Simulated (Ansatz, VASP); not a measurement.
# La3N2: VASP beside Ansatz

```
CELL_PARAMETERS angstrom
-2.69514 2.69514 4.16688
2.69514 -2.69514 4.16688
2.69514 2.69514 -4.16688
ATOMIC_POSITIONS crystal
La 0.75000 0.25000 0.50000
La 0.25000 0.75000 0.50000
La 0.50000 0.50000 0.00000
N 0.15131 0.15131 0.00000
N 0.84869 0.84869 0.00000
```

Alike in both runs: task relaxation of cell and atoms; functional PBE; k mesh 4 × 4 × 4; occupations gaussian, width 0.1 eV; no spin polarisation.

|  | VASP | Ansatz |
| --- | --- | --- |
| version | VASP 6.6.1 | Ansatz 0.2.0 |
| potentials or method | VASP PAW PBE potentials, release 64 (La, N), cutoff 600 eV | scalar-relativistic, plane waves, PAW |
| valence electrons in the cell | 43 | 43 |

```csv
,VASP,Ansatz,Ansatz less VASP
"gap on the k mesh at the Fermi level, each at its own relaxed structure (eV)",none,none,-
relaxed volume (Å³/atom),29.00,29.57,+0.573
relaxed length of the cell vector where the two differ most in proportion (Å),6.923,7.135,+0.2116
```

A gap of «none» marks a metal or a gap that the smearing closes.

The k mesh is coarse, so the values compare programs but aren't converged. Neither program's run includes spin-orbit coupling. Noted on VASP's run: the volume moved by over 15 % at a fixed basis, so the end points are rough.
